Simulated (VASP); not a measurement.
# ScPd (Pm-3m) in VASP: notebook

Runs on ScPd. Level: LDA. Tasks: single point, relaxation of volume and atoms at fixed shape.

Everything below comes from runs of VASP 6.6.1. Logs are shortened: lines on timing, memory, paths and dates and some standing lists are left out, and cuts for length are marked.

## Step 1: The cell of the first run

The structure is cubic, space group Pm-3m (No. 221). The conventional cell has a = 3.234 Å, b = 3.234 Å, c = 3.234 Å, α = 90.00°, β = 90.00°, γ = 90.00°. Within 3.7 Å of Sc (site symmetry m-3m) lie 8 Pd at 2.80 Å and 6 Sc at 3.23 Å. Within 3.7 Å of Pd (site symmetry m-3m) lie 8 Sc at 2.80 Å and 6 Pd at 3.23 Å.

## Step 2: Single point, LDA

Contents of INCAR:

```
SYSTEM = ScPd
PREC = Accurate
ENCUT = 520
EDIFF = 1E-6
ISMEAR = 1
SIGMA = 0.1
LREAL = .False.
LASPH = .True.
NELM = 100
ALGO = Normal
ISIF = 2
LWAVE = .False.
LCHARG = .False.
NBANDS = 18
```

Contents of KPOINTS:

```
regular mesh
0
Gamma
  7 7 7
  0 0 0
```

Contents of POSCAR:

```
ScPd
1.0
    3.2335834996      0.0000000000      0.0000000000
    0.0000000000      3.2335834996      0.0000000000
    0.0000000000      0.0000000000      3.2335834996
Sc Pd
1 1
Direct
    0.5000000000      0.5000000000      0.5000000000
    0.0000000000      0.0000000000      0.0000000000
```

Potentials or basis: VASP PAW LDA potentials, release 64 (Sc_sv, Pd).

Launch:

```bash
$ cat potpaw_LDA.64/Sc_sv/POTCAR potpaw_LDA.64/Pd/POTCAR > POTCAR
$ mpirun -np 1 vasp_std > vasp.out
```

OUTCAR:

```text
SYSTEM = ScPd
   PREC = Accurate
   ENCUT = 520
   EDIFF = 1E-6
   ISMEAR = 1
   LREAL = .False.
   LASPH = .True.
   NELM = 100
   ISIF = 2

 ion  position               nearest neighbor table
   1  0.500  0.500  0.500-   2 2.80   2 2.80   2 2.80   2 2.80   2 2.80   2 2.80   2 2.80   2 2.80

   2  0.000  0.000  0.000-   1 2.80   1 2.80   1 2.80   1 2.80   1 2.80   1 2.80   1 2.80   1 2.80

  LATTYP: Found a simple cubic cell.
 ALAT       =     3.2335834996

  Lattice vectors:

 A1 = (   3.2335834996,   0.0000000000,   0.0000000000)
 A2 = (   0.0000000000,   3.2335834996,   0.0000000000)
 A3 = (   0.0000000000,   0.0000000000,   3.2335834996)

Analysis of symmetry for initial positions (statically):
=====================================================================
 Subroutine PRICEL returns:
 Original cell was already a primitive cell.

 Routine SETGRP: Setting up the symmetry group for a
 simple cubic supercell.

 Subroutine GETGRP returns: Found 48 space group operations
 (whereof 48 operations were pure point group operations)
 out of a pool of 48 trial point group operations.

The static configuration has the point symmetry O_h .

Analysis of symmetry for dynamics (positions and initial velocities):
=====================================================================
 Subroutine PRICEL returns:
 Original cell was already a primitive cell.

 Routine SETGRP: Setting up the symmetry group for a
 simple cubic supercell.

 Subroutine GETGRP returns: Found 48 space group operations
 (whereof 48 operations were pure point group operations)
 out of a pool of 48 trial point group operations.

The dynamic configuration has the point symmetry O_h .

 Subroutine INISYM returns: Found 48 space group operations
 (whereof 48 operations are pure point group operations),
 and found     1 'primitive' translations

----------------------------------------------------------------------------------------

                                     Primitive cell

  volume of cell :      33.8106

  direct lattice vectors                    reciprocal lattice vectors
     3.233583500  0.000000000  0.000000000     0.309254423  0.000000000  0.000000000
     0.000000000  3.233583500  0.000000000     0.000000000  0.309254423  0.000000000
     0.000000000  0.000000000  3.233583500     0.000000000  0.000000000  0.309254423

  length of vectors
     3.233583500  3.233583500  3.233583500     0.309254423  0.309254423  0.309254423

  position of ions in fractional coordinates (direct lattice)
     0.500000000  0.500000000  0.500000000
     0.000000000  0.000000000  0.000000000

  ion indices of the primitive-cell ions
   primitive index   ion index
                 1           1
                 2           2

----------------------------------------------------------------------------------------

 KPOINTS: regular mesh

Automatic generation of k-mesh.
 Grid dimensions read from file:
 generate k-points for:    7    7    7

 Generating k-lattice:

  Cartesian coordinates                     Fractional coordinates (reciprocal lattice)
     0.044179203  0.000000000  0.000000000     0.142857143  0.000000000  0.000000000
     0.000000000  0.044179203  0.000000000     0.000000000  0.142857143  0.000000000
     0.000000000  0.000000000  0.044179203     0.000000000  0.000000000  0.142857143

  Length of vectors
     0.044179203  0.044179203  0.044179203

  Shift w.r.t. Gamma in fractional coordinates (k-lattice)
     0.000000000  0.000000000  0.000000000

 Subroutine IBZKPT returns following result:
 ===========================================

 Found     20 irreducible k-points:

 Following reciprocal coordinates:
            Coordinates               Weight
  0.000000  0.000000  0.000000      1.000000
  0.142857  0.000000  0.000000      6.000000
  0.285714  0.000000  0.000000      6.000000
  0.428571  0.000000  0.000000      6.000000
  0.142857  0.142857  0.000000     12.000000
  0.285714  0.142857  0.000000     24.000000
[... 12 lines left out ...]
  0.428571  0.428571  0.285714     24.000000
  0.428571  0.428571  0.428571      8.000000
   k-points           NKPTS =     20   k-points in BZ     NKDIM =     20   number of bands    NBANDS=     18
   number of dos      NEDOS =    301   number of ions     NIONS =      2
   total plane-waves  NPLWV =  13824
   dimension x,y,z NGX =    24 NGY =   24 NGZ =   24
   dimension x,y,z NGXF=    48 NGYF=   48 NGZF=   48
   ions per type =               1   1
   NGX,Y,Z   is equivalent  to a cutoff of  12.34, 12.34, 12.34 a.u.
   NGXF,Y,Z  is equivalent  to a cutoff of  24.68, 24.68, 24.68 a.u.
 SYSTEM =  ScPd
   PREC   = accura    normal or accurate (medium, high low for compatibility)
   ISTART =      0    job   : 0-new  1-cont  2-samecut
   ICHARG =      2    charge: 1-file 2-atom 10-const
   ISPIN  =      1    spin polarized calculation?
   LNONCOLLINEAR =      F non collinear calculations
   LSORBIT =      F    spin-orbit coupling
   LASPH  =      T    aspherical Exc in radial PAW
   ENCUT  =  520.0 eV  38.22 Ry    6.18 a.u.   6.01  6.01  6.01*2*pi/ulx,y,z
   NELM   =    100;   NELMIN=  2; NELMDL= -5     # of ELM steps
   EDIFF  = 0.1E-05   stopping-criterion for ELM
   LREAL  =      F    real-space projection
   EDIFFG = 0.1E-04   stopping-criterion for IOM
   NSW    =      0    number of steps for IOM
   IBRION =     -1    ionic relax: 0-MD 1-quasi-New 2-CG
   NFREE  =      0    steps in history (QN), initial steepest desc. (CG)
   ISIF   =      2    stress and relaxation
   ISYM   =      2    0-nonsym 1-usesym 2-fastsym
   POTIM  = 0.5000    time-step for ionic-motion
   TEBEG  =    0.0;   TEEND  =   0.0 temperature during run
   PSTRESS=    0.0 pullay stress
   NELECT =      21.0000    total number of electrons
   NUPDOWN=      -1.0000    fix difference up-down
   EMIN   =  10.00;   EMAX   =-10.00  energy-range for DOS
   EFERMI =   0.00;   METHOD = LEGACY
   ISMEAR =     1;   SIGMA  =   0.10  broadening in eV -4-tet -1-fermi 0-gaus
   EFERMI_NEDOS =   21; number of points for ismear=-14 and -15
   IALGO  =     38    algorithm
   IMIX   =      4    mixing-type and parameters
     AMIX     =   0.40;   BMIX     =  1.00
     AMIX_MAG =   1.60;   BMIX_MAG =  1.00
  volume/ion in A,a.u.               =      16.91       114.08
  Fermi-wavevector in a.u.,A,eV,Ry     =   1.396788  2.639547 26.545196  1.951017
  Thomas-Fermi vector in A             =   2.520108
   LORBIT       =      0    0 simple, 1 ext, 2 COOP (PROOUT), +10 PAW based schemes
   GGA     = CA    functional components
   LHFCALC =     F    Hartree Fock is set to
   AEXX    =    0.0000 exact exchange contribution
   IVDW    =     0    specifies the selected vdW correction
   LEPSILON=     F    determine dielectric tensor
   LRPA    =     F    only Hartree local field effects (RPA)
 non-spin polarized calculation
 Methfessel and Paxton  Order N= 1 SIGMA  =   0.10
  energy-cutoff  :      520.00
  volume of cell :       33.81
 maximum number of plane-waves:       928
   NGX = 13   NGY = 13   NGZ = 13

 number of electron      20.9999996 magnetization

 Free energy of the ion-electron system (eV)
  ---------------------------------------------------
  ext. energy  EPLUGINS =         0.00000000
  ---------------------------------------------------
  free energy    TOTEN  =       -14.99700426 eV

  energy without entropy =      -14.98964938  energy(sigma->0) =      -14.99455263

 E-fermi :   7.5981     XC(G=0): -12.2584

 val. band max:        7.5953315595   @ k =   0.4286   0.2857   0.1429
 cond. band min:       7.7205700525   @ k =   0.4286   0.0000   0.0000
 fundamental gap:      0.1252384930
 Fermi energy:         7.5981169105

 k-point     1 :       0.0000    0.0000    0.0000
  band No.  band energies     occupation
      1     -41.4021      2.00000
      2     -20.2660      2.00000
      3     -20.2660      2.00000
      4     -20.2660      2.00000
      5       0.7692      2.00000
      6       2.7562      2.00000
[... 10 lines left out ...]
     17      15.5912      0.00000
     18      15.5912      0.00000

 k-point     2 :       0.1429    0.0000    0.0000
  band No.  band energies     occupation
      1     -41.3971      2.00000
      2     -20.3177      2.00000
      3     -20.2631      2.00000
      4     -20.2631      2.00000
      5       1.1333      2.00000
      6       2.8787      2.00000
[... 10 lines left out ...]
     17      16.5875      0.00000
     18      16.5875      0.00000

 k-point     3 :       0.2857    0.0000    0.0000
  band No.  band energies     occupation
      1     -41.3858      2.00000
      2     -20.4322      2.00000
      3     -20.2566      2.00000
      4     -20.2566      2.00000
      5       2.0918      2.00000
      6       3.1883      2.00000
[... 10 lines left out ...]
     17      18.7568      0.00000
     18      18.7568      0.00000

 k-point     4 :       0.4286    0.0000    0.0000
  band No.  band energies     occupation
      1     -41.3767      2.00000
      2     -20.5224      2.00000
      3     -20.2514      2.00000
      4     -20.2514      2.00000
      5       3.0014      2.00000
      6       3.4860      2.00000
[... 10 lines left out ...]
     17      21.3351      0.00000
     18      21.3352      0.00000

 k-point     5 :       0.1429    0.1429    0.0000
  band No.  band energies     occupation
      1     -41.3922      2.00000
      2     -20.3187      2.00000
      3     -20.3086      2.00000
      4     -20.2598      2.00000
      5       1.4710      2.00000
      6       3.0196      2.00000
[... 10 lines left out ...]
     17      15.5882      0.00000
     18      17.3070      0.00000

 k-point     6 :       0.2857    0.1429    0.0000
  band No.  band energies     occupation
      1     -41.3812      2.00000
      2     -20.4258      2.00000
      3     -20.3041      2.00000
      4     -20.2524      2.00000
      5       2.3218      2.00000
      6       3.2933      2.00000
[... 10 lines left out ...]
     17      17.0708      0.00000
     18      19.1218      0.00000

 k-point     7 :       0.4286    0.1429    0.0000
  band No.  band energies     occupation
      1     -41.3724      2.00000
      2     -20.5137      2.00000
      3     -20.2970      2.00000
      4     -20.2464      2.00000
      5       3.0742      2.00000
      6       3.5910      2.00000
[... 10 lines left out ...]
     17      18.8601      0.00000
     18      20.9061      0.00000

 k-point     8 :       0.2857    0.2857    0.0000
  band No.  band energies     occupation
      1     -41.3710      2.00000
      2     -20.4180      2.00000
      3     -20.4026      2.00000
      4     -20.2428      2.00000
      5       2.7189      2.00000
      6       3.3241      2.00000
[... 10 lines left out ...]
     17      15.7557      0.00000
     18      20.2198      0.00000
[... 145 lines left out ...]
     17      16.5807      0.00000
     18      18.5611      0.00000

 k-point    16 :       0.4286    0.4286    0.1429
  band No.  band energies     occupation
      1     -41.3505      2.00000
      2     -20.4759      2.00000
      3     -20.4736      2.00000
      4     -20.2733      2.00000
      5       2.9343      2.00000
      6       3.2361      2.00000
[... 10 lines left out ...]
     17      15.6691      0.00000
     18      16.8127      0.00000

 k-point    17 :       0.2857    0.2857    0.2857
  band No.  band energies     occupation
      1     -41.3564      2.00000
      2     -20.3976      2.00000
      3     -20.3927      2.00000
      4     -20.3927      2.00000
      5       3.4726      2.00000
      6       3.9220      2.00000
[... 10 lines left out ...]
     17      15.4690      0.00000
     18      15.8863      0.00000

 k-point    18 :       0.4286    0.2857    0.2857
  band No.  band energies     occupation
      1     -41.3483      2.00000
      2     -20.4768      2.00000
      3     -20.3872      2.00000
      4     -20.3837      2.00000
      5       3.3361      2.00000
      6       3.7875      2.00000
[... 10 lines left out ...]
     17      16.1530      0.00000
     18      17.1889      0.00000

 k-point    19 :       0.4286    0.4286    0.2857
  band No.  band energies     occupation
      1     -41.3403      2.00000
      2     -20.4676      2.00000
      3     -20.4669      2.00000
      4     -20.3783      2.00000
      5       3.2755      2.00000
      6       3.7214      2.00000
[... 10 lines left out ...]
     17      15.0431      0.00000
     18      16.6783      0.00000

 k-point    20 :       0.4286    0.4286    0.4286
  band No.  band energies     occupation
      1     -41.3321      2.00000
      2     -20.4616      2.00000
      3     -20.4616      2.00000
      4     -20.4606      2.00000
      5       3.4973      2.00000
      6       3.6172      2.00000
[... 10 lines left out ...]
     17      15.7048      0.00000
     18      15.7048      0.00000

------------------------ aborting loop because EDIFF is reached ----------------------------------------

  FORCE on cell =-STRESS in cart. coord.  units (eV):
  Direction    XX          YY          ZZ          XY          YZ          ZX
  --------------------------------------------------------------------------------------
  -------------------------------------------------------------------------------------
  Total        0.1223119      0.1223119      0.1223119      0.0000000      0.0000000     -0.0000000
  in kB        5.7959843      5.7959843      5.7959843      0.0000000      0.0000000     -0.0000000
  external PRESSURE =       5.7959843 kB  Pullay stress =       0.0000000 kB

 VOLUME and BASIS-vectors are now :
 -----------------------------------------------------------------------------
  energy-cutoff  :      520.00
  volume of cell :       33.81
      direct lattice vectors                 reciprocal lattice vectors
     3.233583500  0.000000000  0.000000000     0.309254423  0.000000000  0.000000000
     0.000000000  3.233583500  0.000000000     0.000000000  0.309254423  0.000000000
     0.000000000  0.000000000  3.233583500     0.000000000  0.000000000  0.309254423

 POSITION                                       TOTAL-FORCE (eV/Angst)
 -----------------------------------------------------------------------------------
      1.61679      1.61679      1.61679         0.000000      0.000000      0.000000
      0.00000      0.00000      0.00000         0.000000      0.000000      0.000000
 -----------------------------------------------------------------------------------
    total drift:                                0.000000      0.000000     -0.000000

  FREE ENERGIE OF THE ION-ELECTRON SYSTEM (eV)
  ---------------------------------------------------
  free  energy   TOTEN  =       -14.9970042577 eV

  energy  without entropy=      -14.9896493789  energy(sigma->0) =      -14.99455263
```

Wall time 6.4 s (1 thread of Intel Xeon Platinum 8259CL at 2.50GHz (Skylake/Cascade Lake), shared host); peak memory 0.13 GiB.

Results:

| Item | Value |
| --- | --- |
| Free energy | -14.9970 eV |
| Pressure | 0.6 GPa |

(Part 1 of 2 ends here.)
